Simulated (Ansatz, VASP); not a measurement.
**SrO: VASP beside Ansatz**

POSCAR

```
SrO
1.0
    0.0000000000      2.5529922645      2.5529922645
    2.5529922645      0.0000000000      2.5529922645
    2.5529922645      2.5529922645      0.0000000000
Sr O
1 1
Direct
    0.5000000000      0.5000000000      0.5000000000
    0.0000000000      0.0000000000      0.0000000000
```

File INCAR.step1:

```
SYSTEM = SrO
PREC = Accurate
ENCUT = 520
ISMEAR = 0
SIGMA = 0.05
LREAL = .False.
LASPH = .True.
NELM = 80
NBANDS = 15
GGA = PE
ALGO = Normal
EDIFF = 1E-4
LWAVE = .True.
LCHARG = .False.
```

Contents of INCAR.step2:

```
SYSTEM = SrO
PREC = Accurate
ENCUT = 520
EDIFF = 1E-6
ISMEAR = 0
SIGMA = 0.05
LREAL = .False.
LASPH = .True.
NELM = 80
ALGO = Normal
ISIF = 2
LWAVE = .False.
LCHARG = .False.
METAGGA = R2SCAN
LMIXTAU = .True.
LUSE_VDW = .True.
IVDW_NL = 2
BPARAM = 11.95
CPARAM = 0.0093
NBANDS = 15
ISTART = 1
```

KPOINTS

```
Automatic mesh
0
Gamma
  8 8 8
  0 0 0
```

Input for Ansatz:

```yaml
crystal:
  lattice:
    - [0.0, 2.5529922645, 2.5529922645]
    - [2.5529922645, 0.0, 2.5529922645]
    - [2.5529922645, 2.5529922645, 0.0]
  atoms:
    - { symbol: Sr, position: [0.5, 0.5, 0.5] }
    - { symbol: O, position: [0.0, 0.0, 0.0] }
basis:
  ecutwfc: 500
  ecutrho_ratio: 4
kpoints:
  mp_grid: { grid: [8, 8, 8] }
hamiltonian:
  xc: r2scan
  dispersion: rvv10
scf:
  occupations: { method: gaussian, width: 0.05 }
output:
  forces: true
  stress: true
  eigenvalues: true
```

Alike in both runs: task single point; functional r2SCAN; dispersion rVV10; k mesh 8 × 8 × 8; occupations gaussian, width 0.05 eV; no spin polarisation.

```csv
,VASP,Ansatz
version,VASP 6.6.1,Ansatz 0.2.0
potentials or method,"VASP PAW PBE potentials, release 64 (Sr_sv, O), cutoff 520 eV","scalar-relativistic, plane waves, PAW"
valence electrons in the cell,16,16
```

Ansatz gave:

* gap on the k mesh at the Fermi level (eV): 3.74
* least direct gap on the mesh (eV): 3.80
* pressure (GPa): 2.0

What did VASP give for the same quantities?

gap on the k mesh at the Fermi level (eV): 3.68; least direct gap on the mesh (eV): 3.75; pressure (GPa): 2.8.

VASP's potentials were made for PBE, not for r2SCAN.
